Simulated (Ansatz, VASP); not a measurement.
AlN: VASP beside Ansatz

```
Al N
1.0
     3.08874    0.00000    0.00000
    -1.54437    2.67493    0.00000
     0.00000    0.00000    4.94377
Al N
2 2
Direct
  0.33098 0.67310 0.00152
  0.66902 0.32690 0.50152
  0.33543 0.66093 0.38348
  0.66457 0.33907 0.88348
```

Change from the starting cell: mode 4 frozen in at -0.017 Å and mode 5 at +0.017 Å (largest displacements).

Alike in both runs: task single point; functional LDA; k mesh 9 × 9 × 6; occupations gaussian, width 0.05 eV; no spin polarisation.

```csv
,VASP,Ansatz
version,VASP 6.6.1,Ansatz 0.2.0
potentials or method,"VASP PAW LDA potentials, release 64 (Al, N), cutoff 520 eV","scalar-relativistic, plane waves, PAW"
valence electrons in the cell,16,16
```

Ansatz gave:

```
gap on the k mesh at the Fermi level (eV)                     : 4.41
least direct gap on the mesh (eV)                             : 4.41
pressure (GPa)                                                : 0.0
traceless stress, the component that is largest in VASP (GPa) : 0.05
rms of the force components (eV/Å)                            : 0.062
```

Problem. What did VASP give for the same quantities?

Solution. gap on the k mesh at the Fermi level (eV): 4.42; least direct gap on the mesh (eV): 4.42; pressure (GPa): 0.6; traceless stress, the component that is largest in VASP (GPa): 0.06; rms of the force components (eV/Å): 0.062.

LDA's correlation is that of Perdew and Zunger in VASP and of Perdew and Wang (1992) in Ansatz. Atom by atom the forces differ by 0.001 eV/Å (rms over components).
